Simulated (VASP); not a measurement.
# C (Fm-3m) in VASP: notebook

The runs below take C through single point, relaxation of cell and atoms, with PBE.

Everything below comes from runs of VASP 6.6.1. Logs are shortened: lines on timing, memory, paths and dates and some standing lists are left out, and cuts for length are marked.

## 1. The cell of the first run

The structure is cubic, space group Fm-3m (No. 225). The conventional cell has a = 3.080 Å, b = 3.080 Å, c = 3.080 Å, α = 90.00°, β = 90.00°, γ = 90.00°. Within 2.9 Å of C (site symmetry m-3m) lie 12 C at 2.18 Å.

## 2. Single point, PBE

INCAR

```
  PREC = Accurate
  ENCUT = 600
  EDIFF = 1E-6
  ISMEAR = -1
  SIGMA = 0.05
  LREAL = F
  LASPH = T
  NELM = 120
  ALGO = Normal
  ISIF = 2
  LWAVE = F
  LCHARG = F
  GGA = PE
  NBANDS = 8
  GGA_COMPAT = F
```

KPOINTS

```
regular mesh
0
Gamma
  14 14 14
```

POSCAR

```
C
1.0
    0.0000000000      1.5401361108      1.5401361108
    1.5401361108      0.0000000000      1.5401361108
    1.5401361108      1.5401361108      0.0000000000
C
1
Direct
    0.0000000000      0.0000000000      0.0000000000
```

Potentials or basis: VASP PAW PBE potentials, release 64 (C).

Launch:

```sh
$ cat potpaw_PBE.64/C/POTCAR > POTCAR
$ mpirun -np 1 vasp_std > vasp.out
```

OUTCAR:

```text
PREC = Accurate
   ENCUT = 600
   EDIFF = 1E-6
   ISMEAR = -1
   LREAL = F
   LASPH = T
   NELM = 120
   ISIF = 2
   GGA = PE

 ion  position               nearest neighbor table
   1  0.000  0.000  0.000-

  LATTYP: Found a face centered cubic cell.
 ALAT       =     3.0802722216

  Lattice vectors:

 A1 = (   0.0000000000,   1.5401361108,   1.5401361108)
 A2 = (   1.5401361108,   0.0000000000,   1.5401361108)
 A3 = (   1.5401361108,   1.5401361108,   0.0000000000)

Analysis of symmetry for initial positions (statically):
=====================================================================
 Subroutine PRICEL returns:
 Original cell was already a primitive cell.

 Routine SETGRP: Setting up the symmetry group for a
 face centered cubic supercell.

 Subroutine GETGRP returns: Found 48 space group operations
 (whereof 48 operations were pure point group operations)
 out of a pool of 48 trial point group operations.

The static configuration has the point symmetry O_h .

Analysis of symmetry for dynamics (positions and initial velocities):
=====================================================================
 Subroutine PRICEL returns:
 Original cell was already a primitive cell.

 Routine SETGRP: Setting up the symmetry group for a
 face centered cubic supercell.

 Subroutine GETGRP returns: Found 48 space group operations
 (whereof 48 operations were pure point group operations)
 out of a pool of 48 trial point group operations.

The dynamic configuration has the point symmetry O_h .

 Subroutine INISYM returns: Found 48 space group operations
 (whereof 48 operations are pure point group operations),
 and found     1 'primitive' translations

----------------------------------------------------------------------------------------

                                     Primitive cell

  volume of cell :       7.3065

  direct lattice vectors                    reciprocal lattice vectors
     0.000000000  1.540136111  1.540136111    -0.324646631  0.324646631  0.324646631
     1.540136111  0.000000000  1.540136111     0.324646631 -0.324646631  0.324646631
     1.540136111  1.540136111  0.000000000     0.324646631  0.324646631 -0.324646631

  length of vectors
     2.178081376  2.178081376  2.178081376     0.562304460  0.562304460  0.562304460

  position of ions in fractional coordinates (direct lattice)
     0.000000000  0.000000000  0.000000000

  ion indices of the primitive-cell ions
   primitive index   ion index
                 1           1

----------------------------------------------------------------------------------------

 KPOINTS: regular mesh

Automatic generation of k-mesh.
 Grid dimensions read from file:
 generate k-points for:   14   14   14

 Generating k-lattice:

  Cartesian coordinates                     Fractional coordinates (reciprocal lattice)
    -0.023189045  0.023189045  0.023189045     0.071428571  0.000000000  0.000000000
     0.023189045 -0.023189045  0.023189045     0.000000000  0.071428571  0.000000000
     0.023189045  0.023189045 -0.023189045     0.000000000  0.000000000  0.071428571

  Length of vectors
     0.040164604  0.040164604  0.040164604

  Shift w.r.t. Gamma in fractional coordinates (k-lattice)
     0.000000000  0.000000000  0.000000000

 Subroutine IBZKPT returns following result:
 ===========================================

 Found    104 irreducible k-points:

 Following reciprocal coordinates:
            Coordinates               Weight
  0.000000  0.000000  0.000000      1.000000
  0.071429  0.000000  0.000000      8.000000
  0.142857  0.000000  0.000000      8.000000
  0.214286  0.000000  0.000000      8.000000
  0.285714  0.000000  0.000000      8.000000
  0.357143  0.000000  0.000000      8.000000
[... 16 lines left out ...]
  0.214286  0.142857  0.000000     24.000000
  0.285714  0.142857  0.000000     24.000000
 [... further k-points ...]
   k-points           NKPTS =    104   k-points in BZ     NKDIM =    104   number of bands    NBANDS=      8
   number of dos      NEDOS =    301   number of ions     NIONS =      1
   total plane-waves  NPLWV =   5832
   dimension x,y,z NGX =    18 NGY =   18 NGZ =   18
   dimension x,y,z NGXF=    36 NGYF=   36 NGZF=   36
   ions per type =               1
   NGX,Y,Z   is equivalent  to a cutoff of  13.74, 13.74, 13.74 a.u.
   NGXF,Y,Z  is equivalent  to a cutoff of  27.48, 27.48, 27.48 a.u.
 SYSTEM =  unknown system
   PREC   = accura    normal or accurate (medium, high low for compatibility)
   ISTART =      0    job   : 0-new  1-cont  2-samecut
   ICHARG =      2    charge: 1-file 2-atom 10-const
   ISPIN  =      1    spin polarized calculation?
   LNONCOLLINEAR =      F non collinear calculations
   LSORBIT =      F    spin-orbit coupling
   LASPH  =      T    aspherical Exc in radial PAW
   ENCUT  =  600.0 eV  44.10 Ry    6.64 a.u.   4.35  4.35  4.35*2*pi/ulx,y,z
   NELM   =    120;   NELMIN=  2; NELMDL= -5     # of ELM steps
   EDIFF  = 0.1E-05   stopping-criterion for ELM
   LREAL  =      F    real-space projection
   EDIFFG = 0.1E-04   stopping-criterion for IOM
   NSW    =      0    number of steps for IOM
   IBRION =     -1    ionic relax: 0-MD 1-quasi-New 2-CG
   NFREE  =      0    steps in history (QN), initial steepest desc. (CG)
   ISIF   =      2    stress and relaxation
   ISYM   =      2    0-nonsym 1-usesym 2-fastsym
   POTIM  = 0.5000    time-step for ionic-motion
   TEBEG  =    0.0;   TEEND  =   0.0 temperature during run
   PSTRESS=    0.0 pullay stress
   NELECT =       4.0000    total number of electrons
   NUPDOWN=      -1.0000    fix difference up-down
   EMIN   =  10.00;   EMAX   =-10.00  energy-range for DOS
   EFERMI =   0.00;   METHOD = LEGACY
   ISMEAR =    -1;   SIGMA  =   0.05  broadening in eV -4-tet -1-fermi 0-gaus
   EFERMI_NEDOS =   21; number of points for ismear=-14 and -15
   IALGO  =     38    algorithm
   IMIX   =      4    mixing-type and parameters
     AMIX     =   0.40;   BMIX     =  1.00
     AMIX_MAG =   1.60;   BMIX_MAG =  1.00
  volume/ion in A,a.u.               =       7.31        49.31
  Fermi-wavevector in a.u.,A,eV,Ry     =   1.339242  2.530800 24.402989  1.793569
  Thomas-Fermi vector in A             =   2.467649
   LORBIT       =      0    0 simple, 1 ext, 2 COOP (PROOUT), +10 PAW based schemes
   GGA     = PE    functional components
   LHFCALC =     F    Hartree Fock is set to
   AEXX    =    0.0000 exact exchange contribution
   IVDW    =     0    specifies the selected vdW correction
   LEPSILON=     F    determine dielectric tensor
   LRPA    =     F    only Hartree local field effects (RPA)
 non-spin polarized calculation
  energy-cutoff  :      600.00
  volume of cell :        7.31
 maximum number of plane-waves:       262
 NGX is ok and might be reduce to    18
   NGX =  9   NGY =  9   NGZ =  9

 number of electron       4.0000000 magnetization

 Free energy of the ion-electron system (eV)
  ---------------------------------------------------
  ext. energy  EPLUGINS =         0.00000000
  ---------------------------------------------------
  free energy    TOTEN  =        -4.66264749 eV

  energy without entropy =       -4.65956886  energy(sigma->0) =       -4.66110818

 E-fermi :   7.5006     XC(G=0): -12.6861

 val. band max:        7.4473574219   @ k =  -0.2143   0.2143   0.0714
 cond. band min:       7.5947779992   @ k =   0.2857   0.0000   0.0000
 fundamental gap:      0.1474205773
 Fermi energy:         7.5006078691

 k-point     1 :       0.0000    0.0000    0.0000
  band No.  band energies     occupation
      1     -11.1440      2.00000
      2      15.5686      0.00000
      3      15.5686      0.00000
      4      15.5686      0.00000
      5      37.6110      0.00000
      6      37.6110      0.00000
      7      37.6110      0.00000
      8      38.5742      0.00000

 k-point     2 :       0.0714    0.0000    0.0000
  band No.  band energies     occupation
      1     -10.9407      2.00000
      2      14.9549      0.00000
      3      15.4633      0.00000
      4      15.4633      0.00000
      5      35.8756      0.00000
      6      37.9078      0.00000
      7      37.9078      0.00000
      8      38.4931      0.00000

 k-point     3 :       0.1429    0.0000    0.0000
  band No.  band energies     occupation
      1     -10.3318      2.00000
      2      13.2083      0.00000
      3      15.1827      0.00000
      4      15.1827      0.00000
      5      33.8878      0.00000
      6      38.2410      0.00000
      7      38.4853      0.00000
      8      38.4853      0.00000

 k-point     4 :       0.2143    0.0000    0.0000
  band No.  band energies     occupation
      1      -9.3202      2.00000
      2      10.6234      0.00000
      3      14.8102      0.00000
      4      14.8102      0.00000
      5      32.7375      0.00000
      6      37.8130      0.00000
      7      38.3438      0.00000
      8      38.3438      0.00000

 k-point     5 :       0.2857    0.0000    0.0000
  band No.  band energies     occupation
      1      -7.9126      2.00000
      2       7.5948      0.26400
      3      14.4351      0.00000
      4      14.4351      0.00000
      5      32.2534      0.00000
      6      37.2528      0.00000
      7      37.2556      0.00000
      8      37.2556      0.00000

 k-point     6 :       0.3571    0.0000    0.0000
  band No.  band energies     occupation
      1      -6.1200      2.00000
      2       4.4546      2.00000
      3      14.1263      0.00000
      4      14.1263      0.00000
      5      32.1513      0.00000
      6      36.1019      0.00000
      7      36.1019      0.00000
      8      36.6840      0.00000

 k-point     7 :       0.4286    0.0000    0.0000
  band No.  band energies     occupation
      1      -3.9656      2.00000
      2       1.4254      2.00000
      3      13.9266      0.00000
      4      13.9266      0.00000
      5      32.1981      0.00000
      6      35.3231      0.00000
      7      35.3231      0.00000
      8      36.2587      0.00000

 k-point     8 :       0.5000    0.0000    0.0000
  band No.  band energies     occupation
      1      -1.8227      2.00000
      2      -1.0193      2.00000
      3      13.8579      0.00000
      4      13.8579      0.00000
      5      32.2339      0.00000
      6      35.0531      0.00000
      7      35.0531      0.00000
      8      36.1002      0.00000

 k-point     9 :       0.0714    0.0714    0.0000
  band No.  band energies     occupation
      1     -10.8730      2.00000
      2      15.1724      0.00000
      3      15.1724      0.00000
      4      15.2805      0.00000
      5      35.1201      0.00000
      6      38.2291      0.00000
      7      38.2291      0.00000
      8      38.3164      0.00000

 k-point    10 :       0.1429    0.0714    0.0000
  band No.  band energies     occupation
      1     -10.3995      2.00000
      2      13.8797      0.00000
      3      14.7400      0.00000
      4      15.2247      0.00000
      5      33.4469      0.00000
      6      37.5517      0.00000
      7      38.7973      0.00000
      8      38.9336      0.00000
[... 78 lines left out ...]
 k-point    18 :      -0.2857    0.0714    0.0000
  band No.  band energies     occupation
      1      -7.1805      2.00000
      2       6.6805      2.00000
      3      13.2903      0.00000
      4      14.5960      0.00000
      5      32.3339      0.00000
      6      34.3972      0.00000
      7      36.9227      0.00000
      8      39.1480      0.00000

 k-point    19 :      -0.2143    0.0714    0.0000
  band No.  band energies     occupation
      1      -8.7161      2.00000
      2       9.7419      0.00000
      3      13.6228      0.00000
      4      15.0229      0.00000
      5      32.4615      0.00000
      6      35.8438      0.00000
      7      38.2128      0.00000
      8      39.1850      0.00000

 k-point    20 :      -0.1429    0.0714    0.0000
  band No.  band energies     occupation
      1      -9.8593      2.00000
      2      12.4485      0.00000
      3      14.0946      0.00000
      4      15.3648      0.00000
      5      33.0846      0.00000
      6      37.2315      0.00000
      7      38.8624      0.00000
      8      39.0182      0.00000

 k-point    21 :      -0.0714    0.0714    0.0000
  band No.  band energies     occupation
      1     -10.6022      2.00000
      2      14.3101      0.00000
      3      14.7278      0.00000
      4      15.5312      0.00000
      5      34.3981      0.00000
      6      38.1374      0.00000
      7      38.2472      0.00000
      8      38.5696      0.00000

 k-point    22 :       0.1429    0.1429    0.0000
  band No.  band energies     occupation
      1     -10.0621      2.00000
      2      14.1607      0.00000
      3      14.1607      0.00000
      4      14.4229      0.00000
      5      31.8163      0.00000
      6      35.7304      0.00000
      7      39.8810      0.00000
      8      39.8810      0.00000

 k-point    23 :       0.2143    0.1429    0.0000
  band No.  band energies     occupation
      1      -9.3216      2.00000
      2      12.4804      0.00000
      3      13.5822      0.00000
      4      14.2824      0.00000
      5      30.6888      0.00000
      6      33.6328      0.00000
      7      40.4734      0.00000
      8      40.6908      0.00000

 k-point    24 :       0.2857    0.1429    0.0000
  band No.  band energies     occupation
      1      -8.1825      2.00000
      2       9.9674      0.00000
      3      13.1136      0.00000
      4      13.8669      0.00000
      5      30.3516      0.00000
      6      32.0874      0.00000
      7      40.4345      0.00000
      8      40.5803      0.00000

 [... further k-points ...]

------------------------ aborting loop because EDIFF is reached ----------------------------------------

  FORCE on cell =-STRESS in cart. coord.  units (eV):
  Direction    XX          YY          ZZ          XY          YZ          ZX
  --------------------------------------------------------------------------------------
  -------------------------------------------------------------------------------------
  Total       -0.0047511     -0.0047511     -0.0047511     -0.0000000     -0.0000000      0.0000000
  in kB       -1.0418358     -1.0418358     -1.0418358     -0.0000000     -0.0000000      0.0000000
  external PRESSURE =      -1.0418358 kB  Pullay stress =       0.0000000 kB

 VOLUME and BASIS-vectors are now :
 -----------------------------------------------------------------------------
  energy-cutoff  :      600.00
  volume of cell :        7.31
      direct lattice vectors                 reciprocal lattice vectors
     0.000000000  1.540136111  1.540136111    -0.324646631  0.324646631  0.324646631
     1.540136111  0.000000000  1.540136111     0.324646631 -0.324646631  0.324646631
     1.540136111  1.540136111  0.000000000     0.324646631  0.324646631 -0.324646631

 POSITION                                       TOTAL-FORCE (eV/Angst)
 -----------------------------------------------------------------------------------
      0.00000      0.00000      0.00000         0.000000      0.000000      0.000000
 -----------------------------------------------------------------------------------
    total drift:                                0.000000      0.000000      0.000000

  FREE ENERGIE OF THE ION-ELECTRON SYSTEM (eV)
  ---------------------------------------------------
  free  energy   TOTEN  =        -4.6626474872 eV

  energy  without entropy=       -4.6595688641  energy(sigma->0) =       -4.66110818
```

Wall time 2.5 s (1 thread of Intel Xeon 6975P-C (Granite Rapids), shared host); peak memory 0.11 GiB.

Results:

```yaml
Free_energy: -4.6626 eV
Pressure: -0.1 GPa
Band_gap_on_the_k_mesh: zero (bands 2 and 3 overlap by 11.13 eV)
```

Levels at points of the mesh, in eV from the Fermi level:
```tsv
k point	band 1	band 2	band 3	band 4	band 5
(0.00, 0.00, 0.00)	-18.64	8.07	8.07	8.07	30.11
(0.50, 0.00, 0.00)	-9.32	-8.52	6.36	6.36	24.73
(0.50, 0.50, 0.00)	-6.64	-5.42	2.36	2.36	14.86
```

## 3. Relaxation of cell and atoms, PBE

This run uses another cell than the first one, of 6.75 Å³/atom.

INCAR

```
ALGO = Normal
EDIFF = 1E-7
EDIFFG = -0.03
ENCUT = 600
GGA = PE
GGA_COMPAT = False
IBRION = 2
ISIF = 3
ISMEAR = -1
LASPH = True
LCHARG = False
LREAL = False
LWAVE = False
NELM = 120
NELMIN = 4
NSW = 80
PREC = Accurate
SIGMA = 0.05
```

KPOINTS

```
k-points
0
Gamma
  14 14 14
```

POSCAR

```
C
1.0
    0.0000000000      1.5000000000      1.5000000000
    1.5000000000      0.0000000000      1.5000000000
    1.5000000000      1.5000000000      0.0000000000
C
1
Direct
    0.0000000000      0.0000000000      0.0000000000
```

Potentials or basis: VASP PAW PBE potentials, release 64 (C).

Launch:

```sh
$ cat potpaw_PBE.64/C/POTCAR > POTCAR
$ mpirun -np 1 vasp_std > vasp.out
```

OUTCAR:

```text
EDIFF = 1E-7
   EDIFFG = -0.03
   ENCUT = 600
   GGA = PE
   IBRION = 2
   ISIF = 3
   ISMEAR = -1
   LASPH = True
   LREAL = False
   NELM = 120
   NELMIN = 4
   NSW = 80
   PREC = Accurate

 ion  position               nearest neighbor table
   1  0.000  0.000  0.000-

  LATTYP: Found a face centered cubic cell.
 ALAT       =     3.0000000000

  Lattice vectors:

 A1 = (   0.0000000000,   1.5000000000,   1.5000000000)
 A2 = (   1.5000000000,   0.0000000000,   1.5000000000)
 A3 = (   1.5000000000,   1.5000000000,   0.0000000000)

Analysis of symmetry for initial positions (statically):
=====================================================================
[... 248 lines left out ...]

  energy without entropy =       -4.65881434  energy(sigma->0) =       -4.66035407

 E-fermi :   7.5034     XC(G=0): -12.6870

 val. band max:        7.4502875781   @ k =  -0.2143   0.2143   0.0714
 cond. band min:       7.5977380281   @ k =   0.2857   0.0000   0.0000
 fundamental gap:      0.1474504501
 Fermi energy:         7.5034027406

 k-point     1 :       0.0000    0.0000    0.0000
  band No.  band energies     occupation
      1     -11.1436      2.00000
      2      15.5732      0.00000
      3      15.5732      0.00000
      4      15.5732      0.00000
      5      37.6164      0.00000
      6      37.6164      0.00000
[... 199 lines left out ...]
 k-point    24 :       0.2857    0.1429    0.0000
  band No.  band energies     occupation
      1      -8.1818      2.00000
      2       9.9707      0.00000
      3      13.1173      0.00000
      4      13.8710      0.00000
      5      30.3564      0.00000
      6      32.0929      0.00000

 [... further k-points ...]

------------------------ aborting loop because EDIFF is reached ----------------------------------------

  FORCE on cell =-STRESS in cart. coord.  units (eV):
  Direction    XX          YY          ZZ          XY          YZ          ZX
  --------------------------------------------------------------------------------------
  -------------------------------------------------------------------------------------
  Total        0.0003943      0.0003943      0.0003943     -0.0000000     -0.0000000      0.0000000
  in kB        0.0864709      0.0864709      0.0864709     -0.0000000     -0.0000000      0.0000000
  external PRESSURE =       0.0864709 kB  Pullay stress =       0.0000000 kB
[... 16 lines left out ...]
  FREE ENERGIE OF THE ION-ELECTRON SYSTEM (eV)
  ---------------------------------------------------
  free  energy   TOTEN  =        -4.6618937905 eV

  energy  without entropy=       -4.6588143446  energy(sigma->0) =       -4.66035407

 reached required accuracy - stopping structural energy minimisation
```

It took 4.3 s on 1 thread of Intel Xeon 6975P-C (Granite Rapids), shared host; peak memory 0.11 GiB.

What came out:

* Free energy: -4.6619 eV
* Relaxed volume: 7.30 Å³/atom
* Relaxed cell: a = 2.178 Å, b = 2.178 Å, c = 2.178 Å, α = 60.00°, β = 60.00°, γ = 60.00°
* Space group after relaxing (to 0.1 Å): Fm-3m (No. 225)
* Energy gained by relaxing: 23.8 meV/atom
* Ionic steps: 3
* Pressure after relaxing: 0.0 GPa
* Band gap on the k mesh: zero (bands 2 and 3 overlap by 11.13 eV)

The path:
```tsv
step	energy change (eV)	largest force (eV/Å)	pressure (GPa)	volume (Å³)
1	0.0000	0.0000	14.23	6.75
2	-0.0236	0.0000	-1.06	7.35
3	-0.0238	0.0000	0.01	7.30
```

Final structure:
```cif
data_structure
_symmetry_space_group_name_H-M 'P 1'
_symmetry_Int_Tables_number 1
_cell_length_a 2.1779
_cell_length_b 2.1779
_cell_length_c 2.1779
_cell_angle_alpha 60.000
_cell_angle_beta 60.000
_cell_angle_gamma 60.000
_cell_volume 7.30
loop_
_atom_site_label
_atom_site_type_symbol
_atom_site_fract_x
_atom_site_fract_y
_atom_site_fract_z
_atom_site_occupancy
C1 C 0.00000 0.00000 0.00000 1
```

Levels at points of the mesh, in eV from the Fermi level:
```csv
k point,band 1,band 2,band 3,band 4,band 5
"(0.00, 0.00, 0.00)",-18.65,8.07,8.07,8.07,30.11
"(0.50, 0.00, 0.00)",-9.32,-8.52,6.36,6.36,24.74
"(0.50, 0.50, 0.00)",-6.64,-5.42,2.36,2.36,14.86
```
